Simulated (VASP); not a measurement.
Input of a VASP 6.6.1 run:

The input INCAR:

```
PREC = Accurate ; ENCUT = 650
EDIFF = 1E-6 ; ISMEAR = -1
SIGMA = 0.11 ; LREAL = False
LASPH = True ; NELM = 120
ALGO = Normal ; ISIF = 2
LWAVE = False ; LCHARG = False
GGA = PE ; NBANDS = 38
GGA_COMPAT = False
```

The input KPOINTS:

```
regular mesh
0
Gamma
  2 2 2
```

File POSCAR:

```
Li
1.0
    7.2053150000      0.0000000000      0.0000000000
    0.0000000000      7.2053150000      0.0000000000
    0.0000000000      0.0000000000      7.2053150000
Li
16
Direct
   -0.0078136764     -0.0309910115     -0.0248844082
    0.4913178674      0.0584846048      0.0241627188
    0.0380829985      0.4810754283     -0.0042607436
   -0.0039137775      0.0505737778      0.5002279567
    0.2020591744      0.2263606796      0.2686489071
    0.5166047564      0.5024485397      0.0752916424
    0.5306499438      0.0053849138      0.4441166000
    0.7504321463      0.2510785441      0.2557140111
    0.0143505176      0.5163826980      0.4992564517
    0.2992651952      0.6954588384      0.1933989007
    0.2777116615      0.2229326546      0.7894588925
    0.4851696283      0.5131073381      0.5072921864
    0.6958058045      0.7428544068      0.2390735173
    0.7593838715      0.2544649332      0.7432013729
    0.2383518278      0.7404117655      0.7077691954
    0.7262971848      0.7348186720      0.7561362689
```

Potentials or basis: VASP PAW PBE potentials, release 64 (Li_sv).

Run with:

```sh
$ cat potpaw_PBE.64/Li_sv/POTCAR > POTCAR
$ mpirun -np 1 vasp_std > vasp.out
```

Task: What does it give for the band gap on the k mesh?

Result: Zero (band 24 reaches 0.48 eV, above the bottom of band 25 at -0.26 eV).

Task: Estimate the largest force.

Result: 1.244 eV/Å.

Stress tensor (GPa, compression positive):
```
-0.58 -0.16  0.06
-0.16 -1.01  0.29
 0.06  0.29 -1.20
```

Caveat: the k points lie up to 0.44 Å⁻¹ apart; forces of over 1 eV/Å act on the atoms, so gaps and moduli don't describe the material at rest.
